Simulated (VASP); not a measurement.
Runs of VASP 6.6.1 on TiSi. The structure is that of space group Cmmm (No. 65), or close to it. The cells are those of the table. 

```csv
cell,gap on the mesh (eV),pressure (GPa)
"a = 2.873, b = 2.873, c = 3.861 Å, angles 90.0, 90.0, 98.8°, 2 atoms",none,-12.1
"a = 2.873, b = 2.873, c = 3.690 Å, angles 90.0, 90.0, 98.8°, 2 atoms",none,(a)
"a = 2.790, b = 2.790, c = 3.747 Å, angles 90.0, 90.0, 98.8°, 2 atoms",none,-2.0
"a = 2.748, b = 2.748, c = 3.804 Å, angles 90.0, 90.0, 98.8°, 2 atoms",none,(b)
"a = 2.832, b = 2.832, c = 3.804 Å, angles 90.0, 90.0, 98.8°, 2 atoms",none,-7.6
```

Alike in all rows: task single point; level PBEsol; potentials or basis VASP PAW PBE potentials, release 64 (Ti_sv, Si); no spin polarisation; k mesh 18 × 18 × 12; cutoff (eV) 520; smearing gaussian 0.15 eV.

Question: Fill in the values left out.

Answer: (a) -6.5; (b) -0.4.

Caveats: the PAW data sets were made with another functional, which shifts forces and pressure a little; the cell stands under tension (at least some runs).

A gap of «none» marks levels without a gap at the run's occupations.
